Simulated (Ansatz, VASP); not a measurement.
## Two plane-wave programs on MgS

```
Mg S
1.0
     0.00000    2.83312    2.83312
     2.83312    0.00000    2.83312
     2.83312    2.83312    0.00000
Mg S
1 1
Direct
  0.00000 0.00000 0.00000
  0.25000 0.25000 0.25000
```

Alike in both runs: task single point; functional LDA; k mesh 4 × 4 × 4; no spin polarisation.

|  | VASP | Ansatz |
| --- | --- | --- |
| version | VASP 6.6.1 | Ansatz 0.2.0 |
| potentials or method | VASP PAW LDA potentials, release 64 (Mg, S) | plane waves, PAW |
| plane-wave cutoff (eV) | 600 | 420 |
| occupations | gaussian, width 0.01 eV | fixed |
| valence electrons in the cell | 8 | 16 |

Ansatz gave:

```
gap on the k mesh at the Fermi level (eV) : 3.16
```

Q: Which values does VASP return?

A: gap on the k mesh at the Fermi level (eV): 3.18.

LDA's correlation is that of Perdew and Zunger in VASP and of Perdew and Wang (1992) in Ansatz. VASP's potentials hold 8 valence electrons a cell and Ansatz's 16, so a difference there can come from the potentials and not from the codes.

The k mesh is coarse, so the values compare programs but aren't converged.
